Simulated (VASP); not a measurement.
# SiB4Mo (Cmmm) in VASP: notebook

SiB4Mo is run at these levels: PBE; tasks: single point, relaxation of cell and atoms.

Everything below comes from runs of VASP 6.6.1. Logs are shortened: lines on timing, memory, paths and dates and some standing lists are left out, and cuts for length are marked.

## 1. The cell of the first run

The structure is orthorhombic, space group Cmmm (No. 65). Conventional cell: a = 5.513 Å, b = 7.119 Å, c = 3.158 Å, α = 90.00°, β = 90.00°, γ = 90.00°. Within 2.9 Å of Si (site symmetry mmm) lie 8 B at 2.16 Å. B (site symmetry m) has 2 B at 1.58 to 1.59 Å and 2 Si at 2.16 Å within 2.2 Å. Mo (site symmetry mmm) has 8 B at 2.33 to 2.44 Å and 2 Mo at 3.16 Å and 4 Si at 3.18 Å within 3.2 Å.

The cell was built from a structure type or drawn by symmetry, and may not be a known phase.

## 2. Single point, PBE

INCAR reads:

```
PREC = Accurate
ENCUT = 520
EDIFF = 1E-7
ISMEAR = 0
SIGMA = 0.1
LREAL = F
LASPH = T
NELM = 80
ALGO = Normal
ISIF = 2
LWAVE = F
LCHARG = T
GGA = PE
LELF = T
LVHAR = T
NBANDS = 24
```

KPOINTS reads:

```
Automatic mesh
0
Gamma
  4 4 6
```

POSCAR reads:

```
SiB4Mo
1.0
    2.7564006878     -3.5596769285      0.0000000000
    2.7564006878      3.5596769285      0.0000000000
    0.0000000000      0.0000000000      3.1580429331
Si B Mo
1 4 1
Direct
    0.0000000000      0.0000000000      0.5000000000
   -0.0320085951      0.3185335601      0.0000000000
    1.0320085951      0.6814664399      0.0000000000
    0.3185335601     -0.0320085951      0.0000000000
    0.6814664399      1.0320085951      0.0000000000
    0.5000000000      0.5000000000      0.0000000000
```

Potentials or basis: VASP PAW PBE potentials, release 64 (Si, B, Mo_sv).

Started as:

```bash
cat potpaw_PBE.64/Si/POTCAR potpaw_PBE.64/B/POTCAR potpaw_PBE.64/Mo_sv/POTCAR > POTCAR
mpirun -np 1 vasp_std > vasp.out
```

OUTCAR:

```text
PREC = Accurate
   ENCUT = 520
   EDIFF = 1E-7
   ISMEAR = 0
   LREAL = F
   LASPH = T
   NELM = 80
   ISIF = 2
   GGA = PE

 ion  position               nearest neighbor table
   1  0.000  0.000  0.500-   2 2.16   3 2.16   4 2.16   5 2.16   2 2.16   3 2.16   4 2.16   5 2.16
                             6 3.18   6 3.18   6 3.18   6 3.18
   2  0.968  0.319  0.000-   5 1.58   3 1.59   1 2.16   1 2.16   6 2.33   6 2.44
   3  0.032  0.681  0.000-   4 1.58   2 1.59   1 2.16   1 2.16   6 2.33   6 2.44
   4  0.319  0.968  0.000-   3 1.58   5 1.59   1 2.16   1 2.16   6 2.33   6 2.44
   5  0.681  0.032  0.000-   2 1.58   4 1.59   1 2.16   1 2.16   6 2.33   6 2.44
   6  0.500  0.500  0.000-   3 2.33   5 2.33   4 2.33   2 2.33   4 2.44   5 2.44   2 2.44   3 2.44
                             1 3.18   1 3.18   1 3.18   1 3.18

  LATTYP: Found a base centered orthorhombic cell.
 ALAT       =     5.5128013756
 B/A-ratio  =     1.2914221594
 C/A-ratio  =     0.5728562881

  Lattice vectors:

 A1 = (   2.7564006878,  -3.5596769285,   0.0000000000)
 A2 = (   2.7564006878,   3.5596769285,   0.0000000000)
 A3 = (   0.0000000000,   0.0000000000,   3.1580429331)

Analysis of symmetry for initial positions (statically):
=====================================================================
 Subroutine PRICEL returns:
 Original cell was already a primitive cell.

 Routine SETGRP: Setting up the symmetry group for a
 base centered orthorhombic supercell.

 Subroutine GETGRP returns: Found  8 space group operations
 (whereof  8 operations were pure point group operations)
 out of a pool of  8 trial point group operations.

The static configuration has the point symmetry D_2h.

Analysis of symmetry for dynamics (positions and initial velocities):
=====================================================================
 Subroutine PRICEL returns:
 Original cell was already a primitive cell.

 Routine SETGRP: Setting up the symmetry group for a
 base centered orthorhombic supercell.

 Subroutine GETGRP returns: Found  8 space group operations
 (whereof  8 operations were pure point group operations)
 out of a pool of  8 trial point group operations.

The dynamic configuration has the point symmetry D_2h.

 Subroutine INISYM returns: Found  8 space group operations
 (whereof  8 operations are pure point group operations),
 and found     1 'primitive' translations

----------------------------------------------------------------------------------------

                                     Primitive cell

  volume of cell :      61.9728

  direct lattice vectors                    reciprocal lattice vectors
     2.756400688 -3.559676929  0.000000000     0.181395979 -0.140462185  0.000000000
     2.756400688  3.559676929  0.000000000     0.181395979  0.140462185  0.000000000
     0.000000000  0.000000000  3.158042933     0.000000000  0.000000000  0.316651807

  length of vectors
     4.502115568  4.502115568  3.158042933     0.229421286  0.229421286  0.316651807

  position of ions in fractional coordinates (direct lattice)
     0.000000000  0.000000000  0.500000000
     0.967991405  0.318533560  0.000000000
     0.032008595  0.681466440  0.000000000
     0.318533560  0.967991405  0.000000000
     0.681466440  0.032008595  0.000000000
     0.500000000  0.500000000  0.000000000

  ion indices of the primitive-cell ions
   primitive index   ion index
                 1           1
                 2           2
                 3           3
                 4           4
                 5           5
                 6           6

----------------------------------------------------------------------------------------

 KPOINTS: Automatic mesh

Automatic generation of k-mesh.
 Grid dimensions read from file:
 generate k-points for:    4    4    6

 Generating k-lattice:

  Cartesian coordinates                     Fractional coordinates (reciprocal lattice)
     0.045348995 -0.035115546  0.000000000     0.250000000  0.000000000  0.000000000
     0.045348995  0.035115546  0.000000000     0.000000000  0.250000000  0.000000000
     0.000000000  0.000000000  0.052775301     0.000000000  0.000000000  0.166666667

  Length of vectors
     0.057355322  0.057355322  0.052775301

  Shift w.r.t. Gamma in fractional coordinates (k-lattice)
     0.000000000  0.000000000  0.000000000

 Subroutine IBZKPT returns following result:
 ===========================================

 Found     28 irreducible k-points:

 Following reciprocal coordinates:
            Coordinates               Weight
  0.000000  0.000000  0.000000      1.000000
  0.250000  0.000000  0.000000      4.000000
  0.500000  0.000000  0.000000      2.000000
  0.250000  0.250000  0.000000      2.000000
  0.500000  0.250000  0.000000      4.000000
 -0.250000  0.250000  0.000000      2.000000
[... 16 lines left out ...]
  0.250000  0.000000  0.500000      4.000000
  0.500000  0.000000  0.500000      2.000000
 [... further k-points ...]
   k-points           NKPTS =     28   k-points in BZ     NKDIM =     28   number of bands    NBANDS=     24
   number of dos      NEDOS =    301   number of ions     NIONS =      6
   total plane-waves  NPLWV =  31104
   dimension x,y,z NGX =    36 NGY =   36 NGZ =   24
   dimension x,y,z NGXF=    72 NGYF=   72 NGZF=   48
   ions per type =               1   4   1
   NGX,Y,Z   is equivalent  to a cutoff of  13.29, 13.29, 12.63 a.u.
   NGXF,Y,Z  is equivalent  to a cutoff of  26.59, 26.59, 25.27 a.u.
 SYSTEM =  unknown system
   PREC   = accura    normal or accurate (medium, high low for compatibility)
   ISTART =      0    job   : 0-new  1-cont  2-samecut
   ICHARG =      2    charge: 1-file 2-atom 10-const
   ISPIN  =      1    spin polarized calculation?
   LNONCOLLINEAR =      F non collinear calculations
   LSORBIT =      F    spin-orbit coupling
   LASPH  =      T    aspherical Exc in radial PAW
   ENCUT  =  520.0 eV  38.22 Ry    6.18 a.u.   8.37  8.37  5.87*2*pi/ulx,y,z
   NELM   =     80;   NELMIN=  2; NELMDL= -5     # of ELM steps
   EDIFF  = 0.1E-06   stopping-criterion for ELM
   LREAL  =      F    real-space projection
   EDIFFG = 0.1E-05   stopping-criterion for IOM
   NSW    =      0    number of steps for IOM
   IBRION =     -1    ionic relax: 0-MD 1-quasi-New 2-CG
   NFREE  =      0    steps in history (QN), initial steepest desc. (CG)
   ISIF   =      2    stress and relaxation
   ISYM   =      2    0-nonsym 1-usesym 2-fastsym
   POTIM  = 0.5000    time-step for ionic-motion
   TEBEG  =    0.0;   TEEND  =   0.0 temperature during run
   PSTRESS=    0.0 pullay stress
   NELECT =      30.0000    total number of electrons
   NUPDOWN=      -1.0000    fix difference up-down
   EMIN   =  10.00;   EMAX   =-10.00  energy-range for DOS
   EFERMI =   0.00;   METHOD = LEGACY
   ISMEAR =     0;   SIGMA  =   0.10  broadening in eV -4-tet -1-fermi 0-gaus
   EFERMI_NEDOS =   21; number of points for ismear=-14 and -15
   IALGO  =     38    algorithm
   IMIX   =      4    mixing-type and parameters
     AMIX     =   0.40;   BMIX     =  1.00
     AMIX_MAG =   1.60;   BMIX_MAG =  1.00
  volume/ion in A,a.u.               =      10.33        69.70
  Fermi-wavevector in a.u.,A,eV,Ry     =   1.285430  2.429110 22.481301  1.652329
  Thomas-Fermi vector in A             =   2.417564
   LORBIT       =      0    0 simple, 1 ext, 2 COOP (PROOUT), +10 PAW based schemes
   GGA     = PE    functional components
   LHFCALC =     F    Hartree Fock is set to
   AEXX    =    0.0000 exact exchange contribution
   IVDW    =     0    specifies the selected vdW correction
   LEPSILON=     F    determine dielectric tensor
   LRPA    =     F    only Hartree local field effects (RPA)
 non-spin polarized calculation
 Gauss-broadening in eV      SIGMA  =   0.10
  energy-cutoff  :      520.00
  volume of cell :       61.97
 maximum number of plane-waves:      1696
 NGX is ok and might be reduce to    36
   NGX = 17   NGY = 17   NGZ = 11

 number of electron      30.0000000 magnetization

 Free energy of the ion-electron system (eV)
  ---------------------------------------------------
  ext. energy  EPLUGINS =         0.00000000
  ---------------------------------------------------
  free energy    TOTEN  =       -41.46398948 eV

  energy without entropy =      -41.46090961  energy(sigma->0) =      -41.46244955

 E-fermi :   8.2314     XC(G=0): -11.6753

 val. band max:        8.2186335094   @ k =   0.5000   0.5000   0.5000
 cond. band min:       8.2697337651   @ k =  -0.2500   0.2500   0.0000
 fundamental gap:      0.0511002558
 Fermi energy:         8.2314340951

 k-point     1 :       0.0000    0.0000    0.0000
  band No.  band energies     occupation
      1     -52.9253      2.00000
      2     -27.0957      2.00000
      3     -27.0316      2.00000
      4     -26.8341      2.00000
      5      -6.3065      2.00000
      6      -0.7324      2.00000
[... 16 lines left out ...]
     23      14.1269      0.00000
     24      15.0019      0.00000

 k-point     2 :       0.2500    0.0000    0.0000
  band No.  band energies     occupation
      1     -52.9252      2.00000
      2     -27.0976      2.00000
      3     -27.0331      2.00000
      4     -26.8339      2.00000
      5      -6.0014      2.00000
      6      -2.1992      2.00000
[... 16 lines left out ...]
     23      13.8798      0.00000
     24      15.1766      0.00000

 k-point     3 :       0.5000    0.0000    0.0000
  band No.  band energies     occupation
      1     -52.9252      2.00000
      2     -27.0995      2.00000
      3     -27.0345      2.00000
      4     -26.8337      2.00000
      5      -5.5704      2.00000
      6      -3.1408      2.00000
[... 16 lines left out ...]
     23      14.5032      0.00000
     24      15.8126      0.00000

 k-point     4 :       0.2500    0.2500    0.0000
  band No.  band energies     occupation
      1     -52.9252      2.00000
      2     -27.0994      2.00000
      3     -27.0347      2.00000
      4     -26.8337      2.00000
      5      -5.6754      2.00000
      6      -2.4861      2.00000
[... 16 lines left out ...]
     23      14.8575      0.00000
     24      14.9174      0.00000

 k-point     5 :       0.5000    0.2500    0.0000
  band No.  band energies     occupation
      1     -52.9252      2.00000
      2     -27.1013      2.00000
      3     -27.0353      2.00000
      4     -26.8335      2.00000
      5      -5.4533      2.00000
      6      -2.9965      2.00000
[... 16 lines left out ...]
     23      15.7316      0.00000
     24      16.1228      0.00000

 k-point     6 :      -0.2500    0.2500    0.0000
  band No.  band energies     occupation
      1     -52.9252      2.00000
      2     -27.0994      2.00000
      3     -27.0339      2.00000
      4     -26.8337      2.00000
      5      -5.8501      2.00000
      6      -2.4011      2.00000
[... 16 lines left out ...]
     23      15.3908      0.00000
     24      15.8504      0.00000
[... 379 lines left out ...]
 k-point    21 :       0.5000    0.5000    0.3333
  band No.  band energies     occupation
      1     -52.9115      2.00000
      2     -27.0855      2.00000
      3     -27.0176      2.00000
      4     -27.0046      2.00000
      5      -3.9902      2.00000
      6      -2.0715      2.00000
[... 16 lines left out ...]
     23      15.6257      0.00000
     24      15.9237      0.00000

 k-point    22 :       0.0000    0.0000    0.5000
  band No.  band energies     occupation
      1     -52.9070      2.00000
      2     -27.0731      2.00000
      3     -27.0621      2.00000
      4     -27.0075      2.00000
      5      -4.1341      2.00000
      6      -1.6626      2.00000
[... 16 lines left out ...]
     23      16.3821      0.00000
     24      16.6959      0.00000

 k-point    23 :       0.2500    0.0000    0.5000
  band No.  band energies     occupation
      1     -52.9070      2.00000
      2     -27.0747      2.00000
      3     -27.0617      2.00000
      4     -27.0087      2.00000
      5      -3.8108      2.00000
      6      -1.4991      2.00000
[... 16 lines left out ...]
     23      15.0566      0.00000
     24      16.9509      0.00000

 k-point    24 :       0.5000    0.0000    0.5000
  band No.  band energies     occupation
      1     -52.9070      2.00000
      2     -27.0764      2.00000
      3     -27.0613      2.00000
      4     -27.0099      2.00000
      5      -3.3080      2.00000
      6      -1.6682      2.00000
[... 16 lines left out ...]
     23      14.3856      0.00000
     24      15.4181      0.00000

 [... further k-points ...]

------------------------ aborting loop because EDIFF is reached ----------------------------------------

  FORCE on cell =-STRESS in cart. coord.  units (eV):
  Direction    XX          YY          ZZ          XY          YZ          ZX
  --------------------------------------------------------------------------------------
  -------------------------------------------------------------------------------------
  Total        0.0400806      0.0103590     -0.0394439     -0.0000000      0.0000000      0.0000000
  in kB        1.0361997      0.2678101     -1.0197399     -0.0000000      0.0000000      0.0000000
  external PRESSURE =       0.0947566 kB  Pullay stress =       0.0000000 kB

 VOLUME and BASIS-vectors are now :
 -----------------------------------------------------------------------------
  energy-cutoff  :      520.00
  volume of cell :       61.97
      direct lattice vectors                 reciprocal lattice vectors
     2.756400688 -3.559676929  0.000000000     0.181395979 -0.140462185  0.000000000
     2.756400688  3.559676929  0.000000000     0.181395979  0.140462185  0.000000000
     0.000000000  0.000000000  3.158042933     0.000000000  0.000000000  0.316651807

 POSITION                                       TOTAL-FORCE (eV/Angst)
 -----------------------------------------------------------------------------------
      0.00000      0.00000      1.57902         0.000000      0.000000      0.000000
      3.54618     -2.31186      0.00000         0.011792      0.004928      0.000000
      1.96662      2.31186      0.00000        -0.011792     -0.004928      0.000000
      3.54618      2.31186      0.00000         0.011792     -0.004928      0.000000
      1.96662     -2.31186      0.00000        -0.011792      0.004928     -0.000000
      2.75640      0.00000      0.00000        -0.000000      0.000000      0.000000
 -----------------------------------------------------------------------------------
    total drift:                                0.000000      0.000000     -0.000000

  FREE ENERGIE OF THE ION-ELECTRON SYSTEM (eV)
  ---------------------------------------------------
  free  energy   TOTEN  =       -41.4639894775 eV

  energy  without entropy=      -41.4609096135  energy(sigma->0) =      -41.46244955
```

Wall time 57 s (1 thread of Intel Xeon 8259CL, shared host); peak memory 0.2 GiB.

Results:

```
Free energy            : -41.4640 eV
Pressure               : 0.0 GPa
Largest force          : 0.013 eV/Å
Band gap on the k mesh : zero (bands 15 and 16 overlap by 2.14 eV)
```

Forces in eV/Å, atoms in the order of the input:
```
Si   0.000  0.000  0.000
B    0.012  0.005  0.000
B   -0.012 -0.005  0.000
B    0.012 -0.005  0.000
B   -0.012  0.005  0.000
Mo   0.000  0.000  0.000
```

Stress tensor (GPa, compression positive):
```
 0.10  0.00  0.00
 0.00  0.03  0.00
 0.00  0.00 -0.10
```

Levels at points of the mesh, in eV from the Fermi level:
| k point | band 11 | band 12 | band 13 | band 14 | band 15 | band 16 | band 17 | band 18 | band 19 | band 20 |
| --- | --- | --- | --- | --- | --- | --- | --- | --- | --- | --- |
| (0.00, 0.00, 0.00) | -3.50 | -2.59 | -2.08 | 0.11 | 0.39 | 1.83 | 2.18 | 2.41 | 3.19 | 4.24 |
| (0.50, 0.00, 0.00) | -3.32 | -3.01 | -2.28 | -0.57 | 0.35 | 1.39 | 2.19 | 2.52 | 2.64 | 3.85 |
| (0.50, 0.50, 0.00) | -2.43 | -2.25 | -1.89 | -1.82 | -0.81 | -0.65 | 2.04 | 2.25 | 2.54 | 4.05 |
| (0.00, 0.00, 0.50) | -3.70 | -3.30 | -3.24 | -1.31 | -1.31 | -0.75 | 1.26 | 2.12 | 2.46 | 2.71 |
| (0.50, 0.00, 0.50) | -4.27 | -2.74 | -2.53 | -2.43 | -1.94 | -0.97 | 2.15 | 2.54 | 3.72 | 4.32 |
| (0.50, 0.50, 0.50) | -5.31 | -3.45 | -2.82 | -0.20 | -0.01 | 0.12 | 1.20 | 1.64 | 2.99 | 3.81 |

Caveat: the k points lie up to 0.36 Å⁻¹ apart, too coarse for converged energies and pressures of a metal.

(Part 1 of 2 ends here.)
